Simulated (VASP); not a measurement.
# KTaO3 (P4/mmm) in VASP: a series of runs

The runs below take KTaO3 through single point, with PBE.

All numbers are computed with VASP 6.6.1; they aren't measurements. Logs are shortened: lines on timing, memory, paths and dates and some standing lists are left out, and cuts for length are marked.

## Step 1: The cell of the first run

Symmetry: P4/mmm, No. 123, tetragonal system. Conventional cell: a = 3.931 Å, b = 3.931 Å, c = 4.025 Å, α = 90.00°, β = 90.00°, γ = 90.00°. Within 3.7 Å of K (site symmetry 4/mmm) lie 12 O at 2.78 to 2.81 Å and 8 Ta at 3.43 Å. Within 2.6 Å of Ta (site symmetry 4/mmm) lie 6 O at 1.97 to 2.01 Å. O (site symmetry mmm) has 2 Ta at 1.97 Å within 2.6 Å. O (site symmetry 4/mmm) has 2 Ta at 2.01 Å within 2.7 Å.

## Step 2: Single point, PBE (normal strain along x -0.0233, normal strain along y -0.0233)

Input file INCAR:

```
PREC = Accurate
ENCUT = 520
EDIFF = 1E-6
ISMEAR = 0
SIGMA = 0.05
LREAL = False
LASPH = True
NELM = 100
ALGO = Normal
ISIF = 2
LWAVE = False
LCHARG = True
GGA = PE
LELF = True
LVHAR = True
NBANDS = 27
```

Input file KPOINTS:

```
regular mesh
0
Gamma
  8 8 8
```

Input file POSCAR:

```
KTaO3
1.0
    3.9310716720      0.0000000000      0.0000000000
    0.0000000000      3.9310716720      0.0000000000
    0.0000000000      0.0000000000      4.0248506931
K Ta O
1 1 3
Direct
    0.5000000000      0.5000000000      0.5000000000
    0.0000000000      0.0000000000      0.0000000000
    0.5000000000      0.0000000000      0.0000000000
    0.0000000000      0.5000000000      0.0000000000
    0.0000000000      0.0000000000      0.5000000000
```

Potentials or basis: VASP PAW PBE potentials, release 64 (K_sv, Ta_pv, O).

Launch:

```console
$ cat potpaw_PBE.64/K_sv/POTCAR potpaw_PBE.64/Ta_pv/POTCAR potpaw_PBE.64/O/POTCAR > POTCAR
$ mpirun -np 1 vasp_std > vasp.out
```

OUTCAR:

```text
PREC = Accurate
   ENCUT = 520
   EDIFF = 1E-6
   ISMEAR = 0
   LREAL = False
   LASPH = True
   NELM = 100
   ISIF = 2
   GGA = PE

 ion  position               nearest neighbor table
   1  0.500  0.500  0.500-   5 2.78   5 2.78   5 2.78   5 2.78   4 2.81   3 2.81   4 2.81   3 2.81
                             4 2.81   3 2.81   4 2.81   3 2.81   2 3.43   2 3.43   2 3.43   2 3.43
   2  0.000  0.000  0.000-   3 1.97   4 1.97   4 1.97   3 1.97   5 2.01   5 2.01   1 3.43   1 3.43
                             1 3.43   1 3.43   1 3.43   1 3.43   1 3.43   1 3.43
   3  0.500  0.000  0.000-   2 1.97   2 1.97   1 2.81   1 2.81   1 2.81   1 2.81
   4  0.000  0.500  0.000-   2 1.97   2 1.97   1 2.81   1 2.81   1 2.81   1 2.81
   5  0.000  0.000  0.500-   2 2.01   2 2.01   1 2.78   1 2.78   1 2.78   1 2.78

  LATTYP: Found a simple tetragonal cell.
 ALAT       =     3.9310716720
 C/A-ratio  =     1.0238558411

  Lattice vectors:

 A1 = (   3.9310716720,   0.0000000000,   0.0000000000)
 A2 = (   0.0000000000,   3.9310716720,   0.0000000000)
 A3 = (   0.0000000000,   0.0000000000,   4.0248506931)

Analysis of symmetry for initial positions (statically):
=====================================================================
 Subroutine PRICEL returns:
 Original cell was already a primitive cell.

 Routine SETGRP: Setting up the symmetry group for a
 simple tetragonal supercell.

 Subroutine GETGRP returns: Found 16 space group operations
 (whereof 16 operations were pure point group operations)
 out of a pool of 16 trial point group operations.

The static configuration has the point symmetry D_4h.

Analysis of symmetry for dynamics (positions and initial velocities):
=====================================================================
 Subroutine PRICEL returns:
 Original cell was already a primitive cell.

 Routine SETGRP: Setting up the symmetry group for a
 simple tetragonal supercell.

 Subroutine GETGRP returns: Found 16 space group operations
 (whereof 16 operations were pure point group operations)
 out of a pool of 16 trial point group operations.

The dynamic configuration has the point symmetry D_4h.

 Subroutine INISYM returns: Found 16 space group operations
 (whereof 16 operations are pure point group operations),
 and found     1 'primitive' translations

----------------------------------------------------------------------------------------

                                     Primitive cell

  volume of cell :      62.1973
[... 97 lines left out ...]
   EDIFFG = 0.1E-04   stopping-criterion for IOM
   NSW    =      0    number of steps for IOM
   IBRION =     -1    ionic relax: 0-MD 1-quasi-New 2-CG
   NFREE  =      0    steps in history (QN), initial steepest desc. (CG)
   ISIF   =      2    stress and relaxation
   ISYM   =      2    0-nonsym 1-usesym 2-fastsym
   POTIM  = 0.5000    time-step for ionic-motion
   TEBEG  =    0.0;   TEEND  =   0.0 temperature during run
   PSTRESS=    0.0 pullay stress
   NELECT =      38.0000    total number of electrons
   NUPDOWN=      -1.0000    fix difference up-down
   EMIN   =  10.00;   EMAX   =-10.00  energy-range for DOS
   EFERMI =   0.00;   METHOD = LEGACY
   ISMEAR =     0;   SIGMA  =   0.05  broadening in eV -4-tet -1-fermi 0-gaus
   EFERMI_NEDOS =   21; number of points for ismear=-14 and -15
   IALGO  =     38    algorithm
   IMIX   =      4    mixing-type and parameters
     AMIX     =   0.40;   BMIX     =  1.00
     AMIX_MAG =   1.60;   BMIX_MAG =  1.00
  volume/ion in A,a.u.               =      12.44        83.95
  Fermi-wavevector in a.u.,A,eV,Ry     =   1.389138  2.625091 26.255231  1.929705
  Thomas-Fermi vector in A             =   2.513198
   LORBIT       =      0    0 simple, 1 ext, 2 COOP (PROOUT), +10 PAW based schemes
   GGA     = PE    functional components
   LHFCALC =     F    Hartree Fock is set to
   AEXX    =    0.0000 exact exchange contribution
   IVDW    =     0    specifies the selected vdW correction
   LEPSILON=     F    determine dielectric tensor
   LRPA    =     F    only Hartree local field effects (RPA)
 non-spin polarized calculation
 Gauss-broadening in eV      SIGMA  =   0.05
  energy-cutoff  :      520.00
  volume of cell :       62.20
 maximum number of plane-waves:      1699
 NGX is ok and might be reduce to    30
   NGX = 15   NGY = 15   NGZ = 15

 number of electron      37.9999989 magnetization

 Free energy of the ion-electron system (eV)
  ---------------------------------------------------
  ext. energy  EPLUGINS =         0.00000000
  ---------------------------------------------------
  free energy    TOTEN  =       -40.93492091 eV

  energy without entropy =      -40.93492091  energy(sigma->0) =      -40.93492091

 E-fermi :   2.2012     XC(G=0): -10.9771

 val. band max:        1.9515964108   @ k =   0.5000   0.5000   0.5000
 cond. band min:       4.1459626657   @ k =   0.0000   0.0000   0.0000
 fundamental gap:      2.1943662548
 Fermi energy:         2.2012123643

 k-point     1 :       0.0000    0.0000    0.0000
  band No.  band energies     occupation
      1     -32.1095      2.00000
      2     -32.1095      2.00000
      3     -32.0709      2.00000
      4     -25.3660      2.00000
      5     -15.7219      2.00000
      6     -15.0910      2.00000
[... 709 lines left out ...]
     26      11.8567      0.00000
     27      12.7552      0.00000

 [... further k-points ...]

------------------------ aborting loop because EDIFF is reached ----------------------------------------

  FORCE on cell =-STRESS in cart. coord.  units (eV):
  Direction    XX          YY          ZZ          XY          YZ          ZX
  --------------------------------------------------------------------------------------
  -------------------------------------------------------------------------------------
  Total        5.4151497      5.4151497      1.7070961      0.0000000      0.0000000      0.0000000
  in kB      139.4920148    139.4920148     43.9740893      0.0000000      0.0000000      0.0000000
  external PRESSURE =     107.6527063 kB  Pullay stress =       0.0000000 kB

 VOLUME and BASIS-vectors are now :
 -----------------------------------------------------------------------------
  energy-cutoff  :      520.00
  volume of cell :       62.20
      direct lattice vectors                 reciprocal lattice vectors
     3.931071672  0.000000000  0.000000000     0.254383558  0.000000000  0.000000000
     0.000000000  3.931071672  0.000000000     0.000000000  0.254383558  0.000000000
     0.000000000  0.000000000  4.024850693     0.000000000  0.000000000  0.248456421

 POSITION                                       TOTAL-FORCE (eV/Angst)
 -----------------------------------------------------------------------------------
      1.96554      1.96554      2.01243         0.000000      0.000000      0.000000
      0.00000      0.00000      0.00000         0.000000      0.000000      0.000000
      1.96554      0.00000      0.00000         0.000000      0.000000      0.000000
      0.00000      1.96554      0.00000         0.000000      0.000000      0.000000
      0.00000      0.00000      2.01243         0.000000      0.000000      0.000000
 -----------------------------------------------------------------------------------
    total drift:                                0.000000     -0.000000      0.000000

  FREE ENERGIE OF THE ION-ELECTRON SYSTEM (eV)
  ---------------------------------------------------
  free  energy   TOTEN  =       -40.9349209076 eV

  energy  without entropy=      -40.9349209076  energy(sigma->0) =      -40.93492091
```

OSZICAR:

```text
N       E                     dE             d eps       ncg     rms          rms(c)
DAV:   1     0.323309622553E+03    0.32331E+03   -0.20853E+04  4050   0.141E+03
DAV:   2    -0.298761751743E+02   -0.35319E+03   -0.34205E+03  4787   0.408E+02
DAV:   3    -0.488808318645E+02   -0.19005E+02   -0.18914E+02  5889   0.913E+01
DAV:   4    -0.494257022881E+02   -0.54487E+00   -0.54395E+00  6508   0.103E+01
DAV:   5    -0.494303082961E+02   -0.46060E-02   -0.46054E-02  5416   0.829E-01    0.355E+01
DAV:   6    -0.411309299516E+02    0.82994E+01   -0.34073E+01  4825   0.400E+01    0.136E+01
DAV:   7    -0.409972476493E+02    0.13368E+00   -0.16625E+00  5409   0.831E+00    0.964E+00
DAV:   8    -0.409534993834E+02    0.43748E-01   -0.36704E-01  4827   0.509E+00    0.307E+00
DAV:   9    -0.409361358923E+02    0.17363E-01   -0.32577E-02  5069   0.141E+00    0.462E-01
DAV:  10    -0.409348964643E+02    0.12394E-02   -0.12449E-02  5526   0.721E-01    0.723E-02
DAV:  11    -0.409348904038E+02    0.60604E-05   -0.81995E-04  5545   0.184E-01    0.311E-02
DAV:  12    -0.409349147074E+02   -0.24304E-04   -0.36149E-05  5483   0.501E-02    0.116E-02
DAV:  13    -0.409349208703E+02   -0.61629E-05   -0.72208E-06  5309   0.197E-02    0.421E-03
DAV:  14    -0.409349209076E+02   -0.37322E-07   -0.67720E-07  3958   0.535E-03
   1 F= -.40934921E+02 E0= -.40934921E+02  d E =-.237865E-14
```

stdout:

```text
POSCAR found type information on POSCAR K TaO
 POSCAR found :  3 types and       5 ions
 scaLAPACK will be used
 LDA part: xc-table for (Slater+PW92), standard interpolation
 POSCAR, INCAR and KPOINTS ok, starting setup
 FFT: planning ... GRIDC
 FFT: planning ... GRID_SOFT
 FFT: planning ... GRID
 WAVECAR not read
 entering main loop
```

It took 80 s on 1 thread of AMD EPYC 7R13 (Zen 3), shared host; peak memory 0.22 GiB.

Results:

```yaml
Free_energy: -40.9349 eV
Pressure: 10.8 GPa
Band_gap_on_the_k_mesh: 2.19 eV, indirect (least direct gap 2.80 eV)
```

Levels at points of the mesh, in eV from the valence-band top:
```tsv
k point	band 17	band 18	band 19	band 20	band 21	band 22
(0.00, 0.00, 0.00)	-0.64	-0.60	-0.60	2.19	2.19	2.23
(0.50, 0.00, 0.00)	-1.54	-0.87	-0.81	2.37	5.24	5.25
(0.50, 0.50, 0.00)	-1.30	-1.30	-0.07	5.29	5.29	6.65
(0.00, 0.00, 0.50)	-1.62	-0.88	-0.88	2.38	4.94	4.94
(0.50, 0.00, 0.50)	-1.56	-1.55	-0.05	4.98	5.28	6.43
(0.50, 0.50, 0.50)	-0.03	0.00	0.00	6.58	6.58	6.79
```

Caveat: the cell differs from its parent crystal (normal strain along x -0.0233, normal strain along y -0.0233); spin-orbit coupling is left out, which moves the levels of the heavy elements.

## Step 3: Single point, PBE (normal strain along x -0.0467, normal strain along y +0.0000)

Input file INCAR:

```
  ALGO = Normal
  EDIFF = 1E-6
  ENCUT = 520
  GGA = PE
  ISIF = 2
  ISMEAR = 0
  LASPH = T
  LCHARG = F
  LREAL = F
  LWAVE = F
  NBANDS = 27
  NELM = 60
  PREC = Accurate
  SIGMA = 0.05
```

Input file KPOINTS:

```
k-points
0
Gamma
  8 8 8
```

Edit POSCAR of step 2 so:

```diff
@@ -2,4 +2,4 @@
 1.0
-    3.9310716720      0.0000000000      0.0000000000
-    0.0000000000      3.9310716720      0.0000000000
+    3.8368901657      0.0000000000      0.0000000000
+    0.0000000000      4.0248506931      0.0000000000
     0.0000000000      0.0000000000      4.0248506931
```

Potentials or basis: VASP PAW PBE potentials, release 64 (K_sv, Ta_pv, O).

Launch:

```console
$ cat potpaw_PBE.64/K_sv/POTCAR potpaw_PBE.64/Ta_pv/POTCAR potpaw_PBE.64/O/POTCAR > POTCAR
$ mpirun -np 1 vasp_std > vasp.out
```

Wall time 99 s (1 thread of AMD EPYC 7R13 (Zen 3), shared host); peak memory 0.22 GiB.

Results (log left out):

| Quantity | Value |
| --- | --- |
| Free energy | -40.8319 eV |
| Pressure | 11.7 GPa |
| Band gap on the k mesh | 2.13 eV, indirect (least direct gap 2.72 eV) |

Stress tensor (GPa, compression positive):
```
25.96  0.00  0.00
 0.00  4.52  0.00
 0.00  0.00  4.52
```

Levels at points of the mesh, in eV from the valence-band top:
```
           k point  band 15  band 16  band 17  band 18  band 19  band 20  band 21  band 22  band 23  band 24
(0.00, 0.00, 0.00)    -1.23    -0.94    -0.64    -0.64    -0.59     2.13     2.20     2.20     6.49     6.57
(0.50, 0.00, 0.00)    -2.31    -2.08    -1.53    -0.83    -0.83     2.34     5.56     5.56     6.62     8.43
(0.00, 0.50, 0.00)    -2.36    -2.18    -1.60    -0.96    -0.82     2.35     4.91     4.91     6.97     9.12
(0.50, 0.50, 0.00)    -2.76    -1.64    -1.36    -1.32    -0.11     4.97     5.59     6.68     7.49    10.20
(0.00, 0.50, 0.50)    -2.65    -1.84    -1.84    -1.61    -0.06     4.94     4.94     6.17     8.74     9.91
(0.50, 0.50, 0.50)    -4.24    -3.66    -0.06    -0.06     0.00     6.34     6.81     6.81     8.73     9.02
```

Caveat: the cell differs from its parent crystal (normal strain along x -0.0467, normal strain along y +0.0000); spin-orbit coupling is left out, which moves the levels of the heavy elements. A k mesh can miss the band edges.

## Step 4: Single point, PBE (normal strain along x -0.0233, normal strain along y +0.0000)

Input file INCAR:

```
SYSTEM = KTaO3
PREC = Accurate
ENCUT = 520
EDIFF = 1E-7
ISMEAR = 0
SIGMA = 0.05
LREAL = .False.
LASPH = .True.
NELM = 60
ALGO = Normal
ISIF = 2
LWAVE = .False.
LCHARG = .True.
GGA = PE
LELF = .True.
LVHAR = .True.
NBANDS = 27
```

Input file KPOINTS:

```
Automatic mesh
0
Gamma
  8 8 8
  0 0 0
```

Edit POSCAR of step 3 so:

```diff
@@ -2,3 +2,3 @@
 1.0
-    3.8368901657      0.0000000000      0.0000000000
+    3.9310716720      0.0000000000      0.0000000000
     0.0000000000      4.0248506931      0.0000000000
```

Launch:

```console
$ cat potpaw_PBE.64/K_sv/POTCAR potpaw_PBE.64/Ta_pv/POTCAR potpaw_PBE.64/O/POTCAR > POTCAR
$ mpirun -np 1 vasp_std > vasp.out
```

Wall time 84 s (1 thread of AMD EPYC 7R13 (Zen 3), shared host); peak memory 0.22 GiB.

The run converged. Its results:

```
Free energy            : -41.0102 eV
Pressure               : 5.5 GPa
Band gap on the k mesh : 2.12 eV, indirect (least direct gap 2.74 eV)
```

Stress tensor (GPa, compression positive):
```
11.66  0.00  0.00
 0.00  2.40  0.00
 0.00  0.00  2.40
```

Levels at points of the mesh, in eV from the valence-band top:
| k point | band 15 | band 16 | band 17 | band 18 | band 19 | band 20 | band 21 | band 22 | band 23 | band 24 |
| --- | --- | --- | --- | --- | --- | --- | --- | --- | --- | --- |
| (0.00, 0.00, 0.00) | -1.12 | -0.98 | -0.64 | -0.64 | -0.62 | 2.12 | 2.16 | 2.16 | 6.45 | 6.51 |
| (0.50, 0.00, 0.00) | -2.31 | -2.08 | -1.49 | -0.84 | -0.84 | 2.30 | 5.18 | 5.18 | 6.55 | 8.26 |
| (0.00, 0.50, 0.00) | -2.26 | -2.20 | -1.53 | -0.91 | -0.85 | 2.30 | 4.87 | 4.87 | 6.77 | 8.54 |
| (0.50, 0.50, 0.00) | -2.75 | -1.67 | -1.38 | -1.36 | -0.07 | 4.92 | 5.21 | 6.37 | 7.40 | 10.10 |
| (0.00, 0.50, 0.50) | -2.70 | -1.68 | -1.61 | -1.61 | -0.05 | 4.91 | 4.91 | 6.14 | 8.00 | 9.94 |
| (0.50, 0.50, 0.50) | -4.01 | -3.74 | -0.03 | -0.03 | 0.00 | 6.28 | 6.50 | 6.50 | 8.78 | 8.93 |

Caveat: the cell differs from its parent crystal (normal strain along x -0.0233, normal strain along y +0.0000); spin-orbit coupling is left out, which moves the levels of the heavy elements. A k mesh can miss the band edges.

## Step 5: Summary

```tsv
cell	gap on the mesh (eV)	pressure (GPa)
a = 3.931, b = 3.931, c = 4.025 Å, 5 atoms	2.19	10.8
a = 3.837, b = 4.025, c = 4.025 Å, 5 atoms	2.13	11.7
a = 3.931, b = 4.025, c = 4.025 Å, 5 atoms	2.12	5.5
```

Alike in all rows: task single point; level PBE; potentials or basis VASP PAW PBE potentials, release 64 (K_sv, Ta_pv, O); no spin polarisation; k mesh 8 × 8 × 8; cutoff (eV) 520; smearing gaussian 0.05 eV.

Caveats: spin-orbit coupling is left out, which moves the levels of the heavy elements.

Absolute energies hang on the potentials; compare differences alone.
